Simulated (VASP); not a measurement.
Set up this calculation in VASP 6.6.1, as the native input.

```
Task                   : single point
Functional             : PBE
Potentials or basis    : VASP PAW PBE potentials, release 64 (Ga_d, P, H)
Cutoff                 : 520 eV
k mesh                 : 2 × 2 × 2
Occupations            : gaussian, width 0.02 eV
Spin                   : no spin polarisation
Dipole correction      : no
Further INCAR settings : LREAL = Auto; ALGO = Normal; EDIFF = 1e-07; NBANDS = 86
```

The structure of Ga8P8H (a cell with a defect) lies in POSCAR:

```
Ga8P8H
1.0
    0.0000000000      5.5051169748     -5.5051169748
    5.5051169748      5.5051169748      0.0000000000
    5.5051169748      0.0000000000     -5.5051169748
Ga P H
8 8 1
Direct
    0.5011457545      0.4992353501     -0.0007607468
    0.4923667403      0.0115320892     -0.0047491271
    0.9769923191      0.5234055903      0.0233777049
    1.0016138667      0.0115211902     -0.0047344135
    0.4924479375      0.4952055538      0.5115111110
    0.4997594988      0.0006137018      0.5006003528
    1.0016006064      0.4952186325      0.5115007570
    1.0162897583     -0.0158815881      0.4840389427
    0.3753815785      0.3745212880      0.3754813039
    0.3869449114      0.8692625464      0.3692866127
    0.8648829846      0.3602829893      0.4107158868
    0.8752405302      0.8692653620      0.3692903365
    0.3576603384      0.3842585016      0.8842162705
    0.3753833950      0.8754786723      0.8745186564
    0.8746307339      0.3842562310      0.8842145448
    0.8648139580      0.9109506706      0.8601849918
    0.8216878989      0.1783660555      0.6790017391
```

One way to write it, as run:

INCAR

```
SYSTEM = Ga8P8H
PREC     = Accurate       ! precision mode
ENCUT    = 520            ! plane-wave cutoff, eV
EDIFF    = 1E-7           ! SCF threshold, eV
ISMEAR   = 0              ! smearing method
SIGMA    = 0.02           ! smearing width, eV
LREAL    = Auto         
LASPH    = .TRUE.         ! aspherical terms in the spheres
NELM     = 100            ! most SCF steps
ALGO     = Normal         ! electronic algorithm
ISIF     = 2              ! what is computed and relaxed
LWAVE    = .FALSE.        ! write WAVECAR
LCHARG   = .TRUE.         ! write CHGCAR
GGA      = PE             ! functional
LELF     = .TRUE.         ! ELF
LVHAR    = .TRUE.       
NBANDS   = 86             ! bands
```

KPOINTS

```
Automatic mesh
0
G
  2 2 2
  0 0 0
```

Potentials or basis: VASP PAW PBE potentials, release 64 (Ga_d, P, H).

Launch:

```console
$ cat potpaw_PBE.64/Ga_d/POTCAR potpaw_PBE.64/P/POTCAR potpaw_PBE.64/H/POTCAR > POTCAR
$ mpirun -np 1 vasp_std > vasp.out
```

Results of the run:

The pressure is 1.2 GPa. The largest force is 0.006 eV/Å. The band gap on the k mesh is zero (an odd number of electrons rules out a gap without spin polarisation).

Caveat: the k points lie up to 0.49 Å⁻¹ apart, too coarse for converged energies and pressures of a metal.

It took 4.4 min on 1 thread of Intel(R) Xeon(R) 6975P-C (Granite Rapids), with other jobs on the host, peak memory 0.55 GiB.
